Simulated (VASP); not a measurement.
Pb:

```
CELL_PARAMETERS angstrom
0.00000 3.39252 3.39252
3.39252 0.00000 3.39252
3.39252 3.39252 0.00000
ATOMIC_POSITIONS crystal
Pb 0.25000 0.25000 0.25000
Pb 0.00000 0.00000 0.00000
```

This cell differs from its parent crystal: volume scaled by 0.96.

Base run:

| Quantity | Value |
| --- | --- |
| Program | VASP 6.6.1 |
| Functional | LDA |
| Potentials or basis | VASP PAW LDA potentials, release 64 (Pb_d) |
| Cutoff | 520 eV |
| k mesh | 7 × 7 × 7 |
| Occupations | fermi-dirac, width 0.05 eV |
| Spin | no spin polarisation |

Its results: band gap on the k mesh zero (band 14 reaches 4.85 eV, above the bottom of band 15 at 3.67 eV); pressure 0.7 GPa.

**Question.** The run is repeated on the same cell with these changes: functional from LDA to r2SCAN; potentials or basis from VASP PAW LDA potentials, release 64 (Pb_d) to VASP PAW PBE potentials, release 64 (Pb_d). What comes out?

**Answer.** Band gap on the k mesh zero (band 14 reaches 4.99 eV, above the bottom of band 15 at 3.76 eV); pressure 2.6 GPa.

Caveats: spin-orbit coupling is left out, which moves the levels of the heavy elements; the PAW data sets were made with another functional, which shifts forces and pressure a little (some runs).
